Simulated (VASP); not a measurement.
A run of VASP 6.6.1 is set up as follows.

The input POSCAR:

```
Ta
1.0
    2.8809059017      0.0000000000      0.0000000000
   -1.4404529508      2.4949376968      0.0000000000
    0.0000000000      0.0000000000      5.1315999754
Ta
2
Direct
    0.3333333333      0.6666666667      0.2500000000
    0.6666666667      0.3333333333      0.7500000000
```

Contents of INCAR.step1:

```
PREC = Accurate
ENCUT = 550
ISMEAR = -1
SIGMA = 0.05
LREAL = F
LASPH = T
NELM = 120
NBANDS = 18
GGA = PE
ALGO = Normal
EDIFF = 1E-5
LWAVE = T
LCHARG = F
GGA_COMPAT = F
```

The input INCAR.step2:

```
PREC = Accurate
ENCUT = 550
EDIFF = 1E-6
ISMEAR = -1
SIGMA = 0.05
LREAL = F
LASPH = T
NELM = 120
ALGO = Normal
ISIF = 2
LWAVE = F
LCHARG = T
METAGGA = R2SCAN
LMIXTAU = T
LELF = T
LVHAR = T
NBANDS = 18
ISTART = 1
GGA_COMPAT = F
```

The input KPOINTS:

```
regular mesh
0
Gamma
  11 11 5
```

Potentials or basis: VASP PAW PBE potentials, release 64 (Ta_pv).

Launch:

```sh
$ cat potpaw_PBE.64/Ta_pv/POTCAR > POTCAR
$ cp INCAR.step1 INCAR
$ mpirun -np 1 vasp_std > vasp.out
$ cp INCAR.step2 INCAR
$ mpirun -np 1 vasp_std > vasp.out
```

Problem. Predict the band gap on the k mesh.

Solution. Zero (bands 11 and 12 overlap by 1.54 eV).

Problem. What does it give for the pressure?

Solution. 0.8 GPa.

Stress tensor (GPa, compression positive):
```
0.43 0.00 0.00
0.00 0.43 0.00
0.00 0.00 1.58
```

Caveat: the PAW data sets were made with another functional, which shifts forces and pressure a little; spin-orbit coupling is left out, which moves the levels of the heavy elements.
